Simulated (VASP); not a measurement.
Runs of VASP 6.6.1 on Nb2H3. The structure is that of space group P-3m1 (No. 164), or close to it. The cells are those of the table. 

```csv
task,cell,k mesh,cutoff (eV),gap on the mesh (eV),pressure (GPa),largest force (eV/Å)
single point,"a = 3.095, b = 3.095, c = 5.309 Å, angles 90.0, 90.0, 120.0°, 5 atoms",6 × 6 × 4,520,none,-0.4,0.01
relaxation of cell and atoms,"relaxed from a = 3.309, b = 3.309, c = 5.149 Å, angles 90.0, 90.0, 120.0°, 5 atoms",6 × 6 × 4,600,none,-0.2,0.03
single point,"a = 3.091, b = 3.091, c = 5.322 Å, angles 90.0, 90.0, 120.0°, 5 atoms",12 × 12 × 8,520,none,-0.5,-
single point,"a = 3.091, b = 3.091, c = 5.322 Å, angles 90.0, 90.0, 120.0°, 5 atoms",12 × 12 × 4,520,none,-0.5,0.01
single point,"a = 3.309, b = 3.309, c = 5.149 Å, angles 90.0, 90.0, 120.0°, 5 atoms",6 × 6 × 4,520,none,(a),0.63
```

Alike in all rows: level PBE; potentials or basis VASP PAW PBE potentials, release 64 (Nb_sv, H); no spin polarisation; smearing gaussian 0.1 eV.

**Question.** Fill in the values left out.

**Answer.** (a) -15.3.

Caveats: some runs use coarse meshes.

A k mesh can miss the band edges, and the runs leave out spin-orbit coupling on Nb.

A gap of «none» marks levels without a gap at the run's occupations.
